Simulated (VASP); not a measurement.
# Cd (P6_3/mmc) in VASP: notebook

Cd is run at these levels: PBE; tasks: single point.

Program: VASP 6.6.1. These are calculated values, not measurements. Logs are shortened: lines on timing, memory, paths and dates and some standing lists are left out, and cuts for length are marked.

### 1 The cell of the first run

The structure is hexagonal, space group P6_3/mmc (No. 194). The conventional cell has a = 2.919 Å, b = 2.919 Å, c = 5.618 Å, α = 90.00°, β = 90.00°, γ = 120.00°. Cd (site symmetry -6m2) has 12 Cd at 2.92 to 3.28 Å within 3.8 Å.

### 2 Single point, PBE (equal xx and yy strain of -2 %)

INCAR reads:

```
SYSTEM = Cd
PREC = Accurate
ENCUT = 520
EDIFF = 1E-6
ISMEAR = -1
SIGMA = 0.05
LREAL = .False.
LASPH = .True.
NELM = 100
ALGO = Normal
ISIF = 2
LWAVE = .False.
LCHARG = .True.
GGA = PE
LELF = .True.
LVHAR = .True.
NBANDS = 19
```

KPOINTS reads:

```
Automatic mesh
0
Gamma
  14 14 7
  0 0 0
```

POSCAR reads:

```
Cd
1.0
    2.9192950579      0.0000000000      0.0000000000
   -1.4596475289      2.5281836813      0.0000000000
    0.0000000000      0.0000000000      5.6176500000
Cd
2
Direct
    0.3333333333      0.6666666667      0.2500000000
    0.6666666667      0.3333333333      0.7500000000
```

Potentials or basis: VASP PAW PBE potentials, release 64 (Cd).

Command:

```bash
> cat potpaw_PBE.64/Cd/POTCAR > POTCAR
> mpirun -np 1 vasp_std > vasp.out
```

OUTCAR:

```text
SYSTEM = Cd
   PREC = Accurate
   ENCUT = 520
   EDIFF = 1E-6
   ISMEAR = -1
   LREAL = .False.
   LASPH = .True.
   NELM = 100
   ISIF = 2
   GGA = PE

 ion  position               nearest neighbor table
   1  0.333  0.667  0.250-   2 3.28   2 3.28   2 3.28   2 3.28   2 3.28   2 3.28
   2  0.667  0.333  0.750-   1 3.28   1 3.28   1 3.28   1 3.28   1 3.28   1 3.28

  LATTYP: Found a hexagonal cell.
 ALAT       =     2.9192950579
 C/A-ratio  =     1.9243173056

  Lattice vectors:

 A1 = (   2.9192950579,   0.0000000000,   0.0000000000)
 A2 = (  -1.4596475289,   2.5281836813,   0.0000000000)
 A3 = (   0.0000000000,   0.0000000000,   5.6176500000)

Analysis of symmetry for initial positions (statically):
=====================================================================
 Subroutine PRICEL returns:
 Original cell was already a primitive cell.

 Routine SETGRP: Setting up the symmetry group for a
 hexagonal supercell.

 Subroutine GETGRP returns: Found 24 space group operations
 (whereof 12 operations were pure point group operations)
 out of a pool of 24 trial point group operations.

The static configuration has the point symmetry D_3d.
 The point group associated with its full space group is D_6h.

Analysis of symmetry for dynamics (positions and initial velocities):
=====================================================================
 Subroutine PRICEL returns:
 Original cell was already a primitive cell.

 Routine SETGRP: Setting up the symmetry group for a
 hexagonal supercell.

 Subroutine GETGRP returns: Found 24 space group operations
 (whereof 12 operations were pure point group operations)
 out of a pool of 24 trial point group operations.

The dynamic configuration has the point symmetry D_3d.
 The point group associated with its full space group is D_6h.

 Subroutine INISYM returns: Found 24 space group operations
 (whereof 12 operations are pure point group operations),
 and found     1 'primitive' translations

----------------------------------------------------------------------------------------

                                     Primitive cell

  volume of cell :      41.4611

  direct lattice vectors                    reciprocal lattice vectors
     2.919295058  0.000000000  0.000000000     0.342548451  0.197770440  0.000000000
    -1.459647529  2.528183681  0.000000000     0.000000000  0.395540881  0.000000000
     0.000000000  0.000000000  5.617650000     0.000000000  0.000000000  0.178010378

  length of vectors
     2.919295058  2.919295058  5.617650000     0.395540881  0.395540881  0.178010378

  position of ions in fractional coordinates (direct lattice)
     0.333333333  0.666666667  0.250000000
     0.666666667  0.333333333  0.750000000

  ion indices of the primitive-cell ions
   primitive index   ion index
                 1           1
                 2           2

----------------------------------------------------------------------------------------

 KPOINTS: Automatic mesh

Automatic generation of k-mesh.
 Grid dimensions read from file:
 generate k-points for:   14   14    7

 Generating k-lattice:

  Cartesian coordinates                     Fractional coordinates (reciprocal lattice)
     0.024467746  0.014126460  0.000000000     0.071428571  0.000000000  0.000000000
     0.000000000  0.028252920  0.000000000     0.000000000  0.071428571  0.000000000
     0.000000000  0.000000000  0.025430054     0.000000000  0.000000000  0.142857143

  Length of vectors
     0.028252920  0.028252920  0.025430054

  Shift w.r.t. Gamma in fractional coordinates (k-lattice)
     0.000000000  0.000000000  0.000000000

 Subroutine IBZKPT returns following result:
 ===========================================

 Found     96 irreducible k-points:

 Following reciprocal coordinates:
            Coordinates               Weight
  0.000000  0.000000  0.000000      1.000000
  0.071429  0.000000  0.000000      6.000000
  0.142857 -0.000000  0.000000      6.000000
  0.214286  0.000000  0.000000      6.000000
  0.285714  0.000000  0.000000      6.000000
  0.357143 -0.000000  0.000000      6.000000
[... 16 lines left out ...]
  0.285714  0.285714  0.000000      6.000000
  0.357143  0.285714  0.000000      6.000000
 [... further k-points ...]
   k-points           NKPTS =     96   k-points in BZ     NKDIM =     96   number of bands    NBANDS=     19
   number of dos      NEDOS =    301   number of ions     NIONS =      2
   total plane-waves  NPLWV =  24192
   dimension x,y,z NGX =    24 NGY =   24 NGZ =   42
   dimension x,y,z NGXF=    48 NGYF=   48 NGZF=   84
   ions per type =               2
   NGX,Y,Z   is equivalent  to a cutoff of  13.67, 13.67, 12.43 a.u.
   NGXF,Y,Z  is equivalent  to a cutoff of  27.33, 27.33, 24.86 a.u.
 SYSTEM =  Cd
   PREC   = accura    normal or accurate (medium, high low for compatibility)
   ISTART =      0    job   : 0-new  1-cont  2-samecut
   ICHARG =      2    charge: 1-file 2-atom 10-const
   ISPIN  =      1    spin polarized calculation?
   LNONCOLLINEAR =      F non collinear calculations
   LSORBIT =      F    spin-orbit coupling
   LASPH  =      T    aspherical Exc in radial PAW
   ENCUT  =  520.0 eV  38.22 Ry    6.18 a.u.   5.43  5.43 10.45*2*pi/ulx,y,z
   NELM   =    100;   NELMIN=  2; NELMDL= -5     # of ELM steps
   EDIFF  = 0.1E-05   stopping-criterion for ELM
   LREAL  =      F    real-space projection
   EDIFFG = 0.1E-04   stopping-criterion for IOM
   NSW    =      0    number of steps for IOM
   IBRION =     -1    ionic relax: 0-MD 1-quasi-New 2-CG
   NFREE  =      0    steps in history (QN), initial steepest desc. (CG)
   ISIF   =      2    stress and relaxation
   ISYM   =      2    0-nonsym 1-usesym 2-fastsym
   POTIM  = 0.5000    time-step for ionic-motion
   TEBEG  =    0.0;   TEEND  =   0.0 temperature during run
   PSTRESS=    0.0 pullay stress
   NELECT =      24.0000    total number of electrons
   NUPDOWN=      -1.0000    fix difference up-down
   EMIN   =  10.00;   EMAX   =-10.00  energy-range for DOS
   EFERMI =   0.00;   METHOD = LEGACY
   ISMEAR =    -1;   SIGMA  =   0.05  broadening in eV -4-tet -1-fermi 0-gaus
   EFERMI_NEDOS =   21; number of points for ismear=-14 and -15
   IALGO  =     38    algorithm
   IMIX   =      4    mixing-type and parameters
     AMIX     =   0.40;   BMIX     =  1.00
     AMIX_MAG =   1.60;   BMIX_MAG =  1.00
  volume/ion in A,a.u.               =      20.73       139.90
  Fermi-wavevector in a.u.,A,eV,Ry     =   1.364368  2.578281 25.327240  1.861500
  Thomas-Fermi vector in A             =   2.490690
   LORBIT       =      0    0 simple, 1 ext, 2 COOP (PROOUT), +10 PAW based schemes
   GGA     = PE    functional components
   LHFCALC =     F    Hartree Fock is set to
   AEXX    =    0.0000 exact exchange contribution
   IVDW    =     0    specifies the selected vdW correction
   LEPSILON=     F    determine dielectric tensor
   LRPA    =     F    only Hartree local field effects (RPA)
 non-spin polarized calculation
  energy-cutoff  :      520.00
  volume of cell :       41.46
 maximum number of plane-waves:      1149
 NGX is ok and might be reduce to    24
   NGX = 11   NGY = 11   NGZ = 21

 number of electron      24.0000003 magnetization

 Free energy of the ion-electron system (eV)
  ---------------------------------------------------
  ext. energy  EPLUGINS =         0.00000000
  ---------------------------------------------------
  free energy    TOTEN  =        -1.39813524 eV

  energy without entropy =       -1.39112278  energy(sigma->0) =       -1.39462901

 E-fermi :   3.3261     XC(G=0): -11.2431

 val. band max:        3.3084994235   @ k =   0.3571   0.2143   0.1429
 cond. band min:       3.3445200852   @ k =   0.3571   0.2857   0.2857
 fundamental gap:      0.0360206617
 Fermi energy:         3.3261494609

 k-point     1 :       0.0000    0.0000    0.0000
  band No.  band energies     occupation
      1      -6.8371      2.00000
      2      -6.5817      2.00000
      3      -6.1133      2.00000
      4      -6.1133      2.00000
      5      -6.0626      2.00000
      6      -6.0626      2.00000
[... 11 lines left out ...]
     18      18.9736      0.00000
     19      19.3796      0.00000

 k-point     2 :       0.0714    0.0000    0.0000
  band No.  band energies     occupation
      1      -6.7765      2.00000
      2      -6.5170      2.00000
      3      -6.1372      2.00000
      4      -6.0851      2.00000
      5      -6.0605      2.00000
      6      -6.0114      2.00000
[... 11 lines left out ...]
     18      18.1039      0.00000
     19      19.8727      0.00000

 k-point     3 :       0.1429   -0.0000    0.0000
  band No.  band energies     occupation
      1      -6.6440      2.00000
      2      -6.4022      2.00000
      3      -6.2003      2.00000
      4      -6.0973      2.00000
      5      -5.9098      2.00000
      6      -5.8656      2.00000
[... 11 lines left out ...]
     18      17.8941      0.00000
     19      18.5200      0.00000

 k-point     4 :       0.2143    0.0000    0.0000
  band No.  band energies     occupation
      1      -6.6239      2.00000
      2      -6.3921      2.00000
      3      -6.1823      2.00000
      4      -5.9685      2.00000
      5      -5.9404      2.00000
      6      -5.6848      2.00000
[... 11 lines left out ...]
     18      16.3448      0.00000
     19      17.3061      0.00000

 k-point     5 :       0.2857    0.0000    0.0000
  band No.  band energies     occupation
      1      -6.7347      2.00000
      2      -6.5282      2.00000
      3      -6.1943      2.00000
      4      -6.0066      2.00000
      5      -5.8320      2.00000
      6      -5.7429      2.00000
[... 11 lines left out ...]
     18      16.5971      0.00000
     19      16.9876      0.00000

 k-point     6 :       0.3571   -0.0000    0.0000
  band No.  band energies     occupation
      1      -6.8602      2.00000
      2      -6.6619      2.00000
      3      -6.3992      2.00000
      4      -5.9592      2.00000
      5      -5.8568      2.00000
      6      -5.7570      2.00000
[... 11 lines left out ...]
     18      16.7790      0.00000
     19      17.5078      0.00000

 k-point     7 :       0.4286    0.0000    0.0000
  band No.  band energies     occupation
      1      -6.9507      2.00000
      2      -6.7544      2.00000
      3      -6.5292      2.00000
      4      -6.0442      2.00000
      5      -5.7951      2.00000
      6      -5.7567      2.00000
[... 11 lines left out ...]
     18      16.6576      0.00000
     19      16.8346      0.00000

 k-point     8 :       0.5000   -0.0000    0.0000
  band No.  band energies     occupation
      1      -6.9832      2.00000
      2      -6.7873      2.00000
      3      -6.5735      2.00000
      4      -6.0741      2.00000
      5      -5.8085      2.00000
      6      -5.7210      2.00000
[... 256 lines left out ...]
 k-point    20 :       0.2143    0.2143    0.0000
  band No.  band energies     occupation
      1      -6.4271      2.00000
      2      -6.3603      2.00000
      3      -6.3261      2.00000
      4      -6.0412      2.00000
      5      -5.9997      2.00000
      6      -5.8361      2.00000
[... 11 lines left out ...]
     18      12.8675      0.00000
     19      13.6844      0.00000

 k-point    21 :       0.2857    0.2143    0.0000
  band No.  band energies     occupation
      1      -6.4650      2.00000
      2      -6.4114      2.00000
      3      -6.3117      2.00000
      4      -6.0684      2.00000
      5      -5.8895      2.00000
      6      -5.8518      2.00000
[... 11 lines left out ...]
     18      11.8898      0.00000
     19      13.0338      0.00000

 k-point    22 :       0.3571    0.2143    0.0000
  band No.  band energies     occupation
      1      -6.5028      2.00000
      2      -6.4560      2.00000
      3      -6.3010      2.00000
      4      -6.0416      2.00000
      5      -5.9517      2.00000
      6      -5.7697      2.00000
[... 11 lines left out ...]
     18      11.5695      0.00000
     19      12.7984      0.00000

 k-point    23 :       0.2857    0.2857    0.0000
  band No.  band energies     occupation
      1      -6.4176      2.00000
      2      -6.2696      2.00000
      3      -6.2097      2.00000
      4      -6.0723      2.00000
      5      -5.9450      2.00000
      6      -5.8201      2.00000
[... 11 lines left out ...]
     18      10.2708      0.00000
     19      11.7381      0.00000

 k-point    24 :       0.3571    0.2857    0.0000
  band No.  band energies     occupation
      1      -6.4157      2.00000
      2      -6.2239      2.00000
      3      -6.0882      2.00000
      4      -6.0339      2.00000
      5      -6.0203      2.00000
      6      -5.8688      2.00000
[... 11 lines left out ...]
     18       9.4794      0.00000
     19      11.4076      0.00000

 [... further k-points ...]

------------------------ aborting loop because EDIFF is reached ----------------------------------------

  FORCE on cell =-STRESS in cart. coord.  units (eV):
  Direction    XX          YY          ZZ          XY          YZ          ZX
  --------------------------------------------------------------------------------------
  -------------------------------------------------------------------------------------
  Total        2.0627698      2.0627698      1.0444718      0.0000000     -0.0000000      0.0000000
  in kB       79.7113309     79.7113309     40.3613797      0.0000000     -0.0000000      0.0000000
  external PRESSURE =      66.5946805 kB  Pullay stress =       0.0000000 kB

 VOLUME and BASIS-vectors are now :
 -----------------------------------------------------------------------------
  energy-cutoff  :      520.00
  volume of cell :       41.46
      direct lattice vectors                 reciprocal lattice vectors
     2.919295058  0.000000000  0.000000000     0.342548451  0.197770440  0.000000000
    -1.459647529  2.528183681  0.000000000     0.000000000  0.395540881  0.000000000
     0.000000000  0.000000000  5.617650000     0.000000000  0.000000000  0.178010378

 POSITION                                       TOTAL-FORCE (eV/Angst)
 -----------------------------------------------------------------------------------
     -0.00000      1.68546      1.40441        -0.000000      0.000000      0.000000
      1.45965      0.84273      4.21324         0.000000     -0.000000      0.000000
 -----------------------------------------------------------------------------------
    total drift:                                0.000000     -0.000000      0.000000

  FREE ENERGIE OF THE ION-ELECTRON SYSTEM (eV)
  ---------------------------------------------------
  free  energy   TOTEN  =        -1.3981352427 eV

  energy  without entropy=       -1.3911227807  energy(sigma->0) =       -1.39462901
```

Run time: 26 s. Hardware: 1 thread of Intel Xeon Platinum 8488C (Sapphire Rapids), shared host; peak memory 0.2 GiB.

What came out:

```
Free energy            : -1.3981 eV
Pressure               : 6.7 GPa
Band gap on the k mesh : zero (band 12 reaches 4.78 eV, above the bottom of band 13 at 0.06 eV)
```

Stress tensor (GPa, compression positive):
```
7.97 0.00 0.00
0.00 7.97 0.00
0.00 0.00 4.04
```

Caveat: the cell differs from its parent crystal (equal xx and yy strain of -2 %).

[end of part 1 of 2]
